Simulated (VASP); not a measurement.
# Mo in VASP: single point with PBE

Aim: the single point of Mo with PBE.

Program: VASP 6.6.1. These are calculated values, not measurements. Logs are shortened: lines on timing, memory, paths and dates and some standing lists are left out, and cuts for length are marked.

## 1. The cell of the first run

The cell holds a slab with vacuum, 8 atoms: a = 3.004 Å, b = 4.248 Å, c = 28.462 Å, α = 90.00°, β = 90.00°, γ = 90.00°.

## 2. Single point, PBE

INCAR

```
SYSTEM = Mo
PREC     = Accurate       ! precision mode
ENCUT    = 400            ! plane-wave cutoff, eV
EDIFF    = 1E-6           ! SCF threshold, eV
ISMEAR   = 1              ! smearing method
SIGMA    = 0.1            ! smearing width, eV
LREAL    = .FALSE.        ! projectors in reciprocal space
LASPH    = .TRUE.         ! aspherical terms in the spheres
NELM     = 120            ! most SCF steps
ALGO     = Normal         ! electronic algorithm
ISIF     = 2              ! what is computed and relaxed
LWAVE    = .FALSE.        ! write WAVECAR
LCHARG   = .FALSE.        ! write CHGCAR
LDIPOL   = .TRUE.       
IDIPOL   = 3            
DIPOL    = 0.5 0.5 0.649
GGA      = PE             ! functional
NBANDS   = 66             ! bands
GGA_COMPAT= .FALSE.      
NELMDL   = -8
```

KPOINTS

```
regular mesh
0
G
  12 8 1
  0 0 0
```

POSCAR

```
Mo
1.0
    3.0037825168      0.0000000000      0.0000000000
    0.0000000000      4.2479899936      0.0000000000
    0.0000000000      0.0000000000     28.4620453701
Mo
8
Direct
    0.5000000000      0.0000000000      0.5277922405
    0.0000000000      0.5000000000      0.5278211730
    0.0000000000      1.0000000000      0.6075268631
    0.5000000000      0.5000000000      0.6075220812
    0.5000000000      1.0000000000      0.6896613393
    0.0000000000      0.5000000000      0.6896570201
    0.0000000000      0.0000000000      0.7693945456
    0.5000000000      0.5000000000      0.7693610294
```

Potentials or basis: VASP PAW PBE potentials, release 64 (Mo_sv).

On the command line:

```console
$ cat potpaw_PBE.64/Mo_sv/POTCAR > POTCAR
$ mpirun -np 1 vasp_std > vasp.out
```

OUTCAR:

```text
SYSTEM = Mo
   PREC = Accurate
   ENCUT = 400
   EDIFF = 1E-6
   ISMEAR = 1
   LREAL = .FALSE.
   LASPH = .TRUE.
   NELM = 120
   ISIF = 2
   GGA = PE
   NELMDL = -8

 ion  position               nearest neighbor table
   1  0.500  0.000  0.528-   2 2.60   2 2.60   2 2.60   2 2.60   3 2.72   3 2.72   4 3.11   4 3.11

   2  0.000  0.500  0.528-   1 2.60   1 2.60   1 2.60   1 2.60   4 2.72   4 2.72   3 3.11   3 3.11

   3  0.000  0.000  0.608-   4 2.60   4 2.60   4 2.60   4 2.60   1 2.72   1 2.72   5 2.78   5 2.78
                             2 3.11   2 3.11   6 3.16   6 3.16
   4  0.500  0.500  0.608-   3 2.60   3 2.60   3 2.60   3 2.60   2 2.72   2 2.72   6 2.78   6 2.78
                             1 3.11   1 3.11   5 3.16   5 3.16
   5  0.500  0.000  0.690-   6 2.60   6 2.60   6 2.60   6 2.60   7 2.72   7 2.72   3 2.78   3 2.78
                             8 3.11   8 3.11   4 3.16   4 3.16
   6  0.000  0.500  0.690-   5 2.60   5 2.60   5 2.60   5 2.60   8 2.72   8 2.72   4 2.78   4 2.78
                             7 3.11   7 3.11   3 3.16   3 3.16
   7  0.000  0.000  0.769-   8 2.60   8 2.60   8 2.60   8 2.60   5 2.72   5 2.72   6 3.11   6 3.11

   8  0.500  0.500  0.769-   7 2.60   7 2.60   7 2.60   7 2.60   6 2.72   6 2.72   5 3.11   5 3.11

  LATTYP: Found a simple orthorhombic cell.
 ALAT       =     3.0037825168
 B/A-ratio  =     1.4142135690
 C/A-ratio  =     9.4754015016

  Lattice vectors:

 A1 = (   3.0037825168,   0.0000000000,   0.0000000000)
 A2 = (   0.0000000000,   4.2479899936,   0.0000000000)
 A3 = (   0.0000000000,   0.0000000000,  28.4620453701)

Analysis of symmetry for initial positions (statically):
=====================================================================
 Subroutine PRICEL returns:
 Original cell was already a primitive cell.

 Routine SETGRP: Setting up the symmetry group for a
 simple orthorhombic supercell.

 Subroutine GETGRP returns: Found  8 space group operations
 (whereof  4 operations were pure point group operations)
 out of a pool of  8 trial point group operations.

The static configuration has the point symmetry C_2v.
 The point group associated with its full space group is D_2h.

Analysis of symmetry for dynamics (positions and initial velocities):
=====================================================================
 Subroutine PRICEL returns:
 Original cell was already a primitive cell.

 Routine SETGRP: Setting up the symmetry group for a
 simple orthorhombic supercell.

 Subroutine GETGRP returns: Found  8 space group operations
 (whereof  4 operations were pure point group operations)
 out of a pool of  8 trial point group operations.

The dynamic configuration has the point symmetry C_2v.
 The point group associated with its full space group is D_2h.

 Subroutine INISYM returns: Found  8 space group operations
 (whereof  4 operations are pure point group operations),
 and found     1 'primitive' translations

----------------------------------------------------------------------------------------

                                     Primitive cell

  volume of cell :     363.1768

  direct lattice vectors                    reciprocal lattice vectors
     3.003782517  0.000000000  0.000000000     0.332913583  0.000000000  0.000000000
     0.000000000  4.247989994  0.000000000     0.000000000  0.235405451  0.000000000
     0.000000000  0.000000000 28.462045370     0.000000000  0.000000000  0.035134509

  length of vectors
     3.003782517  4.247989994 28.462045370     0.332913583  0.235405451  0.035134509

  position of ions in fractional coordinates (direct lattice)
     0.500000000  0.000000000  0.527792240
     0.000000000  0.500000000  0.527821173
     0.000000000  0.000000000  0.607526863
     0.500000000  0.500000000  0.607522081
     0.500000000  0.000000000  0.689661339
     0.000000000  0.500000000  0.689657020
     0.000000000  0.000000000  0.769394546
     0.500000000  0.500000000  0.769361029

  ion indices of the primitive-cell ions
   primitive index   ion index
                 1           1
                 2           2
                 3           3
                 4           4
                 5           5
                 6           6
                 7           7
                 8           8

----------------------------------------------------------------------------------------

 KPOINTS: regular mesh

Automatic generation of k-mesh.
 Grid dimensions read from file:
 generate k-points for:   12    8    1

 Generating k-lattice:

  Cartesian coordinates                     Fractional coordinates (reciprocal lattice)
     0.027742799  0.000000000  0.000000000     0.083333333  0.000000000  0.000000000
     0.000000000  0.029425681  0.000000000     0.000000000  0.125000000  0.000000000
     0.000000000  0.000000000  0.035134509     0.000000000  0.000000000  1.000000000

  Length of vectors
     0.027742799  0.029425681  0.035134509

  Shift w.r.t. Gamma in fractional coordinates (k-lattice)
     0.000000000  0.000000000  0.000000000

 Subroutine IBZKPT returns following result:
 ===========================================

 Found     35 irreducible k-points:

 Following reciprocal coordinates:
            Coordinates               Weight
  0.000000  0.000000  0.000000      1.000000
  0.083333  0.000000  0.000000      2.000000
  0.166667  0.000000  0.000000      2.000000
  0.250000  0.000000  0.000000      2.000000
  0.333333  0.000000  0.000000      2.000000
  0.416667  0.000000  0.000000      2.000000
[... 16 lines left out ...]
  0.083333  0.375000  0.000000      4.000000
  0.166667  0.375000  0.000000      4.000000
 [... further k-points ...]
   k-points           NKPTS =     35   k-points in BZ     NKDIM =     35   number of bands    NBANDS=     66
   number of dos      NEDOS =    301   number of ions     NIONS =      8
   total plane-waves  NPLWV = 107520
   dimension x,y,z NGX =    20 NGY =   28 NGZ =  192
   dimension x,y,z NGXF=    40 NGYF=   56 NGZF=  384
   ions per type =               8
   NGX,Y,Z   is equivalent  to a cutoff of  11.07, 10.96, 11.21 a.u.
   NGXF,Y,Z  is equivalent  to a cutoff of  22.14, 21.92, 22.43 a.u.
 SYSTEM =  Mo
   PREC   = accura    normal or accurate (medium, high low for compatibility)
   ISTART =      0    job   : 0-new  1-cont  2-samecut
   ICHARG =      2    charge: 1-file 2-atom 10-const
   ISPIN  =      1    spin polarized calculation?
   LNONCOLLINEAR =      F non collinear calculations
   LSORBIT =      F    spin-orbit coupling
   LASPH  =      T    aspherical Exc in radial PAW
   ENCUT  =  400.0 eV  29.40 Ry    5.42 a.u.   4.90  6.93 46.41*2*pi/ulx,y,z
   NELM   =    120;   NELMIN=  2; NELMDL= -8     # of ELM steps
   EDIFF  = 0.1E-05   stopping-criterion for ELM
   LREAL  =      F    real-space projection
   EDIFFG = 0.1E-04   stopping-criterion for IOM
   NSW    =      0    number of steps for IOM
   IBRION =     -1    ionic relax: 0-MD 1-quasi-New 2-CG
   NFREE  =      0    steps in history (QN), initial steepest desc. (CG)
   ISIF   =      2    stress and relaxation
   ISYM   =      2    0-nonsym 1-usesym 2-fastsym
   POTIM  = 0.5000    time-step for ionic-motion
   TEBEG  =    0.0;   TEEND  =   0.0 temperature during run
   PSTRESS=    0.0 pullay stress
   NELECT =     112.0000    total number of electrons
   NUPDOWN=      -1.0000    fix difference up-down
   EMIN   =  10.00;   EMAX   =-10.00  energy-range for DOS
   EFERMI =   0.00;   METHOD = LEGACY
   ISMEAR =     1;   SIGMA  =   0.10  broadening in eV -4-tet -1-fermi 0-gaus
   EFERMI_NEDOS =   21; number of points for ismear=-14 and -15
   IALGO  =     38    algorithm
   IMIX   =      4    mixing-type and parameters
     AMIX     =   0.40;   BMIX     =  1.00
     AMIX_MAG =   1.60;   BMIX_MAG =  1.00
  volume/ion in A,a.u.               =      45.40       306.35
  Fermi-wavevector in a.u.,A,eV,Ry     =   1.106050  2.090132 16.644645  1.223347
  Thomas-Fermi vector in A             =   2.242546
   LORBIT       =      0    0 simple, 1 ext, 2 COOP (PROOUT), +10 PAW based schemes
   GGA     = PE    functional components
   LHFCALC =     F    Hartree Fock is set to
   AEXX    =    0.0000 exact exchange contribution
   IVDW    =     0    specifies the selected vdW correction
   LEPSILON=     F    determine dielectric tensor
   LRPA    =     F    only Hartree local field effects (RPA)
 non-spin polarized calculation
 Methfessel and Paxton  Order N= 1 SIGMA  =   0.10
  energy-cutoff  :      400.00
  volume of cell :      363.18
 maximum number of plane-waves:      6712
 NGX is ok and might be reduce to    20
   NGX =  9   NGY = 13   NGZ = 93

 dipolmoment           0.000000      0.000000     -0.000000 electrons x Angstroem

 number of electron     112.0000050 magnetization

 dipolmoment           0.000000      0.000000      0.003565 electrons x Angstroem

 Free energy of the ion-electron system (eV)
  ---------------------------------------------------
  ext. energy  EPLUGINS =         0.00000000
  ---------------------------------------------------
  free energy    TOTEN  =       -82.09634555 eV

  energy without entropy =      -82.09848953  energy(sigma->0) =      -82.09706021

 E-fermi :   1.2403     XC(G=0):  -5.2125

 val. band max:        1.2358849123   @ k =   0.3333   0.1250   0.0000
 cond. band min:       1.2412655285   @ k =   0.2500   0.1250   0.0000
 fundamental gap:      0.0053806162
 Fermi energy:         1.2403283914

 k-point     1 :       0.0000    0.0000    0.0000
  band No.  band energies     occupation
      1     -60.1313      2.00000
      2     -60.0269      2.00000
      3     -59.8184      2.00000
      4     -59.7797      2.00000
      5     -59.7177      2.00000
      6     -59.6456      2.00000
[... 58 lines left out ...]
     65       3.1466     -0.00000
     66       3.3609      0.00000

 k-point     2 :       0.0833    0.0000    0.0000
  band No.  band energies     occupation
      1     -60.1202      2.00000
      2     -60.0181      2.00000
      3     -59.8106      2.00000
      4     -59.7720      2.00000
      5     -59.7196      2.00000
      6     -59.6504      2.00000
[... 1576 lines left out ...]
     65       2.5854     -0.00000
     66       2.6129     -0.00000

 [... further k-points ...]

------------------------ aborting loop because EDIFF is reached ----------------------------------------

 vacuum level on the upper side and lower side of the slab       (xc-potential included)        -0.074        -0.123

  FORCE on cell =-STRESS in cart. coord.  units (eV):
  Direction    XX          YY          ZZ          XY          YZ          ZX
  --------------------------------------------------------------------------------------
  -------------------------------------------------------------------------------------
  Total       15.3436282     12.5064605     -0.4614703      0.0000000      0.0000000      0.0000000
  in kB       67.6893855     55.1730408     -2.0358054      0.0000000      0.0000000      0.0000000
  external PRESSURE =      40.2755403 kB  Pullay stress =       0.0000000 kB

 VOLUME and BASIS-vectors are now :
 -----------------------------------------------------------------------------
  energy-cutoff  :      400.00
  volume of cell :      363.18
      direct lattice vectors                 reciprocal lattice vectors
     3.003782517  0.000000000  0.000000000     0.332913583  0.000000000  0.000000000
     0.000000000  4.247989994  0.000000000     0.000000000  0.235405451  0.000000000
     0.000000000  0.000000000 28.462045370     0.000000000  0.000000000  0.035134509

 POSITION                                       TOTAL-FORCE (eV/Angst)
 -----------------------------------------------------------------------------------
      1.50189      0.00000     15.02205         0.000000      0.000000     -0.026769
      0.00000      2.12399     15.02287         0.000000      0.000000     -0.029138
      0.00000      0.00000     17.29146         0.000000      0.000000      0.002245
      1.50189      2.12399     17.29132         0.000000      0.000000      0.002379
      1.50189      0.00000     19.62917         0.000000      0.000000     -0.002245
      0.00000      2.12399     19.62905         0.000000      0.000000     -0.002379
      0.00000      0.00000     21.89854         0.000000      0.000000      0.026769
      1.50189      2.12399     21.89759         0.000000      0.000000      0.029138
 -----------------------------------------------------------------------------------
    total drift:                               -0.000000      0.000000      1.144560

  FREE ENERGIE OF THE ION-ELECTRON SYSTEM (eV)
  ---------------------------------------------------
  free  energy   TOTEN  =       -82.0963455504 eV

  energy  without entropy=      -82.0984895289  energy(sigma->0) =      -82.09706021

 vacuum level on the upper side and lower side of the slab         5.988         5.938
```

Wall time 25 min (1 thread of Intel Xeon Platinum 8488C (Sapphire Rapids), shared host); peak memory 0.55 GiB.

Results:

```
Free energy            : -82.0963 eV
Largest force          : 0.029 eV/Å
Band gap on the k mesh : zero (bands 56 and 57 overlap by 2.24 eV)
```

Forces on the atoms (eV/Å):
```
Mo   0.000  0.000 -0.027
Mo   0.000  0.000 -0.029
Mo   0.000  0.000  0.002
Mo   0.000  0.000  0.002
Mo   0.000  0.000 -0.002
Mo   0.000  0.000 -0.002
Mo   0.000  0.000  0.027
Mo   0.000  0.000  0.029
```

Levels at points of the mesh, in eV from the Fermi level:
```
           k point  band 52  band 53  band 54  band 55  band 56  band 57  band 58  band 59  band 60  band 61
(0.00, 0.00, 0.00)    -1.36    -0.23    -0.10     0.12     0.49     0.62     0.77     0.81     0.92     1.41
(0.50, 0.00, 0.00)    -1.39    -1.34    -1.34    -1.17    -1.17    -0.97    -0.97     0.01     0.01     0.79
(0.00, 0.50, 0.00)    -0.78    -0.69    -0.69    -0.59    -0.59    -0.50    -0.50    -0.18    -0.18    -0.01
(0.50, 0.50, 0.00)    -0.74     1.20     1.20     1.21     1.21     1.93     1.93     1.93     1.93     2.14
```
